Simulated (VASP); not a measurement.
# GaAs: single point with LDA

GaAs:

```xyz
2
Lattice="3.2536 0.0000 0.0000 0.0000 3.2536 0.0000 0.0000 0.0000 3.2536" Properties=species:S:1:pos:R:3 pbc="T T T"
Ga    0.0000    0.0000    0.0000
As    1.6268    1.6268    1.6268
```

- Program: VASP 6.6.1
- Task: single point
- Functional: LDA
- Potentials or basis: VASP PAW LDA potentials, release 64 (Ga_d, As)
- Cutoff: 520 eV
- k mesh: 6 × 6 × 6
- Occupations: gaussian, width 0.05 eV
- Spin: no spin polarisation
- Dipole correction: no
- Further INCAR settings: ALGO = Normal; EDIFF = 1e-07; NBANDS = 16

```yaml
Pressure: 2.3 GPa
Band_gap_on_the_k_mesh: zero (band 9 reaches 8.31 eV, above the bottom of band 10 at 4.64 eV)
```

Levels at points of the mesh, in eV from the Fermi level:
```
           k point  band 7  band 8  band 9  band 10  band 11  band 12
(0.00, 0.00, 0.00)   -1.77   -0.77   -0.77    -0.77     4.76     4.76
(0.50, 0.00, 0.00)   -8.92    1.50    1.50     3.04     3.74     4.85
(0.50, 0.50, 0.00)   -5.75   -5.75   -4.99     2.50     7.36     7.47
(0.50, 0.50, 0.50)   -2.88   -2.88   -2.88    -2.18    -0.77    -0.77
```

Run time: 4.7 s on 1 thread of Intel(R) Xeon(R) 6975P-C (Granite Rapids) (shared host), peak memory 0.13 GiB.
